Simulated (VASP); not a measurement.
# Zn3CdSi4P8 (P1) in VASP: further runs

The runs below take Zn3CdSi4P8 through single point, with PBEsol.

Everything below comes from runs of VASP 6.6.1. Logs are shortened: lines on timing, memory, paths and dates and some standing lists are left out, and cuts for length are marked.

### 1 The cell of the first run

The typed cell holds 64 atoms: a = 10.851 Å, b = 10.851 Å, c = 10.459 Å, α = 90.00°, β = 90.00°, γ = 90.00°.

### 2 Single point, PBEsol

INCAR reads:

```
SYSTEM = Zn3CdSi4P8
PREC = Accurate
ENCUT = 500
EDIFF = 1E-6
ISMEAR = -1
SIGMA = 0.05
LREAL = Auto
LASPH = .TRUE.
NELM = 120
ALGO = Normal
ISIF = 2
LWAVE = .FALSE.
LCHARG = .FALSE.
GGA = PS
NBANDS = 246
ISYM = -1
GGA_COMPAT = .FALSE.
```

KPOINTS reads:

```
explicit points
1
Reciprocal
  0.25000000   0.25000000   0.25000000 1
```

POSCAR reads:

```
Zn3CdSi4P8
1.0
   10.8508350000     -0.0000550000     -0.0000170000
   -0.0000550000     10.8508350000     -0.0000170000
   -0.0000160000     -0.0000160000     10.4590440000
Zn Cd Si P
12 4 16 32
Direct
    0.0014260000      0.0008360000      0.9980740000
    0.0005310000      0.4989660000      0.9999240000
    0.4996560000      0.4996930000      0.9986220000
    0.9983730000      0.2496910000      0.2515070000
    0.5009260000      0.2497660000      0.2512820000
    0.2533470000      0.5031650000      0.7508120000
    0.7495100000      0.9992580000      0.7495560000
    0.7485020000      0.4996390000      0.7478270000
    0.2526080000      0.2481920000      0.4962180000
    0.2494810000      0.7490910000      0.5011290000
    0.7566920000      0.2491660000      0.5014710000
    0.7505340000      0.7499610000      0.5015830000
    0.5036210000      0.0011080000      0.0044110000
    0.9999810000      0.7491230000      0.2492460000
    0.5024540000      0.7507260000      0.2463100000
    0.2475920000      0.0012540000      0.7497020000
    0.0002200000      0.9994890000      0.5003140000
    0.0004160000      0.4982060000      0.5022300000
    0.5011330000      0.9982830000      0.4991630000
    0.5010040000      0.5032760000      0.4966580000
    0.2483950000      0.9992870000      0.2500120000
    0.2501000000      0.5011530000      0.2484340000
    0.7481680000      0.0032540000      0.2491170000
    0.7515590000      0.5003890000      0.2528030000
    0.2488000000      0.2499370000      0.0003600000
    0.2477000000      0.7477080000      0.0018050000
    0.7531220000      0.2492490000      0.9981250000
    0.7506130000      0.7501090000      0.9989810000
    0.0011760000      0.2477990000      0.7449390000
    0.9989760000      0.7486650000      0.7521660000
    0.4970260000      0.2480570000      0.7523710000
    0.4982330000      0.7473680000      0.7522200000
    0.1340350000      0.1253920000      0.1234760000
    0.1335970000      0.6261370000      0.1234310000
    0.6345190000      0.1255710000      0.1236440000
    0.6354210000      0.6234460000      0.1233360000
    0.1136850000      0.1239430000      0.6258120000
    0.1142320000      0.6245410000      0.6242650000
    0.6130470000      0.1275910000      0.6228700000
    0.6133420000      0.6256320000      0.6259500000
    0.3624650000      0.3732370000      0.1268350000
    0.3658050000      0.8750110000      0.1217730000
    0.8644410000      0.3766750000      0.1220750000
    0.8652540000      0.8750690000      0.1240440000
    0.3736810000      0.1155350000      0.3726860000
    0.3749220000      0.6145000000      0.3769790000
    0.8735750000      0.1136880000      0.3758160000
    0.8750490000      0.6139360000      0.3782700000
    0.1228630000      0.3863550000      0.3748850000
    0.1263030000      0.8882160000      0.3764370000
    0.6256680000      0.3877330000      0.3727400000
    0.6247480000      0.8857640000      0.3725970000
    0.1248370000      0.3591310000      0.8792030000
    0.1239840000      0.8627970000      0.8728250000
    0.6226510000      0.3595550000      0.8787220000
    0.6241000000      0.8627660000      0.8740540000
    0.3862690000      0.3757950000      0.6250350000
    0.3902780000      0.8738170000      0.6211200000
    0.8873010000      0.3747810000      0.6230420000
    0.8860740000      0.8740670000      0.6208860000
    0.3737750000      0.1386180000      0.8757110000
    0.3758010000      0.6374770000      0.8730880000
    0.8762850000      0.1352790000      0.8725240000
    0.8777660000      0.6378960000      0.8775380000
```

Potentials or basis: VASP PAW PBE potentials, release 64 (Zn, Cd, Si, P).

Launch:

```
$ cat potpaw_PBE.64/Zn/POTCAR potpaw_PBE.64/Cd/POTCAR potpaw_PBE.64/Si/POTCAR potpaw_PBE.64/P/POTCAR > POTCAR
$ mpirun -np 1 vasp_std > vasp.out
```

OUTCAR:

```text
SYSTEM = Zn3CdSi4P8
   PREC = Accurate
   ENCUT = 500
   EDIFF = 1E-6
   ISMEAR = -1
   LREAL = Auto
   LASPH = .TRUE.
   NELM = 120
   ISIF = 2
   GGA = PS
   ISYM = -1

 ion  position               nearest neighbor table
   1  0.001  0.001  0.998-  33 2.37  63 2.39  54 2.39  44 2.40
   2  0.001  0.499  1.000-  43 2.36  34 2.38  64 2.38  53 2.39
   3  0.500  0.500  0.999-  55 2.38  36 2.38  62 2.40  41 2.43
   4  0.998  0.250  0.252-  49 2.39  47 2.39  33 2.40  43 2.42
   5  0.501  0.250  0.251-  45 2.37  51 2.38  35 2.39  41 2.40
   6  0.253  0.503  0.751-  62 2.35  57 2.39  38 2.40  53 2.49
   7  0.750  0.999  0.750-  63 2.39  56 2.40  60 2.42  39 2.43
   8  0.749  0.500  0.748-  40 2.38  59 2.41  55 2.46  64 2.46
   9  0.253  0.248  0.496-  45 2.34  57 2.42  49 2.42  37 2.43
  10  0.249  0.749  0.501-  38 2.37  46 2.38  58 2.40  50 2.40
  11  0.757  0.249  0.501-  59 2.34  47 2.34  39 2.40  51 2.47
  12  0.751  0.750  0.502-  60 2.35  48 2.38  40 2.39  52 2.42
  13  0.504  0.001  0.004-  35 2.32  42 2.37  56 2.41  61 2.45  15 3.71
  14  1.000  0.749  0.249-  34 2.37  44 2.39  48 2.41  50 2.43
  15  0.502  0.751  0.246-  36 2.38  52 2.38  42 2.39  46 2.44  13 3.71
  16  0.248  0.001  0.750-  37 2.36  54 2.39  61 2.42  58 2.47
  17  0.000  0.999  0.500-  60 2.23  50 2.24  37 2.25  47 2.26
  18  0.000  0.498  0.502-  59 2.21  49 2.24  38 2.24  48 2.26
  19  0.501  0.998  0.499-  58 2.21  52 2.25  39 2.26  45 2.30
  20  0.501  0.503  0.497-  46 2.21  40 2.25  51 2.25  57 2.29
  21  0.248  0.999  0.250-  50 2.23  45 2.26  33 2.27  42 2.29
[... 41 lines left out ...]
  63  0.876  0.135  0.873-  27 2.25  29 2.26   1 2.39   7 2.39
  64  0.878  0.638  0.878-  30 2.21  28 2.24   2 2.38   8 2.46

IMPORTANT INFORMATION: All symmetrisations will be switched off!
NOSYMM: (Re-)initialisation of all symmetry stuff for point group C_1.

----------------------------------------------------------------------------------------

                                     Primitive cell

  volume of cell :    1231.4543

  direct lattice vectors                    reciprocal lattice vectors
    10.850835000 -0.000055000 -0.000017000     0.092158806  0.000000467  0.000000141
    -0.000055000 10.850835000 -0.000017000     0.000000467  0.092158806  0.000000141
    -0.000016000 -0.000016000 10.459044000     0.000000150  0.000000150  0.095611033

  length of vectors
    10.850835000 10.850835000 10.459044000     0.092158806  0.092158806  0.095611033

  position of ions in fractional coordinates (direct lattice)
     0.001426000  0.000836000  0.998074000
     0.000531000  0.498966000  0.999924000
     0.499656000  0.499693000  0.998622000
     0.998373000  0.249691000  0.251507000
     0.500926000  0.249766000  0.251282000
     0.253347000  0.503165000  0.750812000
[... 56 lines left out ...]
     0.876285000  0.135279000  0.872524000
     0.877766000  0.637896000  0.877538000

  ion indices of the primitive-cell ions
   primitive index   ion index
                 1           1
                 2           2
                 3           3
                 4           4
                 5           5
                 6           6
[... 56 lines left out ...]
                63          63
                64          64

----------------------------------------------------------------------------------------

 KPOINTS: explicit points

Read explicit list of k-points.

 Found      1 k-points:

 Following reciprocal coordinates:
            Coordinates               Weight
  0.250000  0.250000  0.250000      1.000000
   k-points           NKPTS =      1   k-points in BZ     NKDIM =      1   number of bands    NBANDS=    246
   number of dos      NEDOS =    301   number of ions     NIONS =     64
   total plane-waves  NPLWV = 512000
   dimension x,y,z NGX =    80 NGY =   80 NGZ =   80
   dimension x,y,z NGXF=   160 NGYF=  160 NGZF=  160
   ions per type =              12   4  16  32
   NGX,Y,Z   is equivalent  to a cutoff of  12.26, 12.26, 12.72 a.u.
   NGXF,Y,Z  is equivalent  to a cutoff of  24.51, 24.51, 25.43 a.u.
 SYSTEM =  Zn3CdSi4P8
   PREC   = accura    normal or accurate (medium, high low for compatibility)
   ISTART =      0    job   : 0-new  1-cont  2-samecut
   ICHARG =      2    charge: 1-file 2-atom 10-const
   ISPIN  =      1    spin polarized calculation?
   LNONCOLLINEAR =      F non collinear calculations
   LSORBIT =      F    spin-orbit coupling
   LASPH  =      T    aspherical Exc in radial PAW
   ENCUT  =  500.0 eV  36.75 Ry    6.06 a.u.  19.78 19.78 19.07*2*pi/ulx,y,z
   NELM   =    120;   NELMIN=  2; NELMDL= -5     # of ELM steps
   EDIFF  = 0.1E-05   stopping-criterion for ELM
   LREAL  =      T    real-space projection
   EDIFFG = 0.1E-04   stopping-criterion for IOM
   NSW    =      0    number of steps for IOM
   IBRION =     -1    ionic relax: 0-MD 1-quasi-New 2-CG
   NFREE  =      0    steps in history (QN), initial steepest desc. (CG)
   ISIF   =      2    stress and relaxation
   ISYM   =     -1    0-nonsym 1-usesym 2-fastsym
   POTIM  = 0.5000    time-step for ionic-motion
   TEBEG  =    0.0;   TEEND  =   0.0 temperature during run
   PSTRESS=    0.0 pullay stress
   NELECT =     416.0000    total number of electrons
   NUPDOWN=      -1.0000    fix difference up-down
   EMIN   =  10.00;   EMAX   =-10.00  energy-range for DOS
   EFERMI =   0.00;   METHOD = LEGACY
   ISMEAR =    -1;   SIGMA  =   0.05  broadening in eV -4-tet -1-fermi 0-gaus
   EFERMI_NEDOS =   21; number of points for ismear=-14 and -15
   IALGO  =     38    algorithm
   IMIX   =      4    mixing-type and parameters
     AMIX     =   0.40;   BMIX     =  1.00
     AMIX_MAG =   1.60;   BMIX_MAG =  1.00
  volume/ion in A,a.u.               =      19.24       129.85
  Fermi-wavevector in a.u.,A,eV,Ry     =   1.140162  2.154593 17.687153  1.299969
  Thomas-Fermi vector in A             =   2.276864
   LORBIT       =      0    0 simple, 1 ext, 2 COOP (PROOUT), +10 PAW based schemes
   GGA     = PS    functional components
   LHFCALC =     F    Hartree Fock is set to
   AEXX    =    0.0000 exact exchange contribution
   IVDW    =     0    specifies the selected vdW correction
   LEPSILON=     F    determine dielectric tensor
   LRPA    =     F    only Hartree local field effects (RPA)
 non-spin polarized calculation
  energy-cutoff  :      500.00
  volume of cell :     1231.45
 maximum number of plane-waves:     31259
 NGX is ok and might be reduce to    80
   NGX = 39   NGY = 39   NGZ = 39

 number of electron     415.9999998 magnetization

 Free energy of the ion-electron system (eV)
  ---------------------------------------------------
  ext. energy  EPLUGINS =         0.00000000
  ---------------------------------------------------
  free energy    TOTEN  =      -316.43752831 eV

  energy without entropy =     -316.43752825  energy(sigma->0) =     -316.43752828

 E-fermi :   5.2242     XC(G=0):  -9.9801

 val. band max:        4.3214496813   @ k =   0.2500   0.2500   0.2500
 cond. band min:       6.1432363778   @ k =   0.2500   0.2500   0.2500
 fundamental gap:      1.8217866965
 Fermi energy:         5.2242340535

 k-point     1 :       0.2500    0.2500    0.2500
  band No.  band energies     occupation
      1      -8.3643      2.00000
      2      -8.0079      2.00000
      3      -7.9802      2.00000
      4      -7.8827      2.00000
      5      -7.7082      2.00000
      6      -7.6725      2.00000
[... 212 lines left out ...]
    219       6.9747      0.00000
    220       7.0076      0.00000
 [bands above 220 left out]

------------------------ aborting loop because EDIFF is reached ----------------------------------------

  FORCE on cell =-STRESS in cart. coord.  units (eV):
  Direction    XX          YY          ZZ          XY          YZ          ZX
  --------------------------------------------------------------------------------------
  -------------------------------------------------------------------------------------
  Total        6.2227622      6.7370324      6.5904146     -3.4312322     -5.0205019     -6.4228092
  in kB        8.0960928      8.7651814      8.5744251     -4.4641870     -6.5318982     -8.3563630
  external PRESSURE =       8.4785664 kB  Pullay stress =       0.0000000 kB

 VOLUME and BASIS-vectors are now :
 -----------------------------------------------------------------------------
  energy-cutoff  :      500.00
  volume of cell :     1231.45
      direct lattice vectors                 reciprocal lattice vectors
    10.850835000 -0.000055000 -0.000017000     0.092158806  0.000000467  0.000000141
    -0.000055000 10.850835000 -0.000017000     0.000000467  0.092158806  0.000000141
    -0.000016000 -0.000016000 10.459044000     0.000000150  0.000000150  0.095611033

 POSITION                                       TOTAL-FORCE (eV/Angst)
 -----------------------------------------------------------------------------------
      0.01546      0.00906     10.43890        -0.107791     -0.080269      0.028534
      0.00572      5.41418     10.45824         0.049400     -0.031048     -0.078933
      5.42164      5.42204     10.44461        -0.075333     -0.104501      0.120880
     10.83316      2.70930      2.63050        -0.013598      0.062084     -0.113102
      5.43545      2.71014      2.62816         0.012272      0.092457     -0.017910
      2.74899      5.45973      7.85276        -0.266308     -0.376388      0.004924
[... 56 lines left out ...]
      9.50840      1.46783      9.12575        -0.046730     -0.437163     -0.080912
      9.52444      6.92164      9.17818        -0.381224     -0.893320     -0.163404
 -----------------------------------------------------------------------------------
    total drift:                                0.022193      0.006499     -0.014990

  FREE ENERGIE OF THE ION-ELECTRON SYSTEM (eV)
  ---------------------------------------------------
  free  energy   TOTEN  =      -316.4375283137 eV

  energy  without entropy=     -316.4375282524  energy(sigma->0) =     -316.43752828
```

Wall time 9.5 min (1 thread of Intel Xeon Platinum 8488C (Sapphire Rapids), shared host); peak memory 1.1 GiB.

Results:

| Item | Value |
| --- | --- |
| Free energy | -316.4375 eV |
| Pressure | 0.8 GPa |
| Largest force | 2.100 eV/Å |
| Band gap on the k mesh | 1.82 eV |

Forces on the atoms (eV/Å):
```
Zn  -0.108 -0.080  0.029
Zn   0.049 -0.031 -0.079
Zn  -0.075 -0.105  0.121
Zn  -0.014  0.062 -0.113
Zn   0.012  0.092 -0.018
Zn  -0.266 -0.376  0.005
Zn  -0.027  0.031 -0.145
Zn   0.053 -0.104  0.329
Zn  -0.222  0.275  0.260
Zn   0.041  0.110  0.002
Zn  -0.516  0.143 -0.104
Zn  -0.190  0.038 -0.064
Cd  -0.394 -0.026 -0.763
Cd  -0.022  0.248  0.416
Cd  -0.311 -0.247  0.280
Cd   0.705 -0.377 -0.007
Si   0.046  0.270 -0.093
Si   0.155  0.326 -0.308
Si   0.156  0.550 -0.287
Si   0.071 -0.525  0.519
Si   0.292  0.226 -0.387
Si  -0.131 -0.009  0.293
Si   0.272 -0.341 -0.057
Si   0.011  0.168 -0.536
Si   0.301 -0.093  0.292
Si   0.368  0.519 -0.441
Si  -0.137 -0.027  0.223
Si  -0.069  0.091  0.166
Si  -0.071  0.432  0.657
Si   0.126  0.288 -0.599
Si   0.351  0.467 -0.447
Si   0.498  0.656 -0.552
P   -0.275 -0.204  0.271
P    0.700 -1.285 -0.547
P    1.103  1.331  1.033
P    0.863 -0.879 -0.767
P   -0.443  0.771 -1.419
P    0.254 -0.005  0.273
P    0.356 -0.265  0.140
P    0.420 -0.114 -0.121
P    0.488  0.131 -0.205
P   -2.079 -0.141  0.258
P    0.321 -0.160  0.354
P   -0.834  1.005 -0.705
P    0.286 -0.118  0.095
P   -0.979 -0.188  0.115
P    0.189  0.270 -0.143
P   -0.726 -0.501  0.625
P    0.301 -0.403 -0.160
P    0.545  0.024  0.645
P   -0.031 -0.699  0.355
P    0.967  0.587  0.901
P   -0.344  0.952 -0.851
P   -0.614 -0.583  1.010
P    0.118  0.699 -0.481
P    0.752 -0.470 -0.763
P   -0.270  0.035 -0.157
P   -0.192 -0.753 -0.037
P   -0.550 -0.052  0.458
P   -0.352 -0.133  0.560
P   -0.050  0.538  0.251
P   -0.455 -0.712  0.667
P   -0.047 -0.437 -0.081
P   -0.381 -0.893 -0.163
```

Caveat: the PAW data sets were made with another functional, which shifts forces and pressure a little; a shifted mesh leaves out Γ, where band edges can lie.

(Continued in part 2 of 2.)
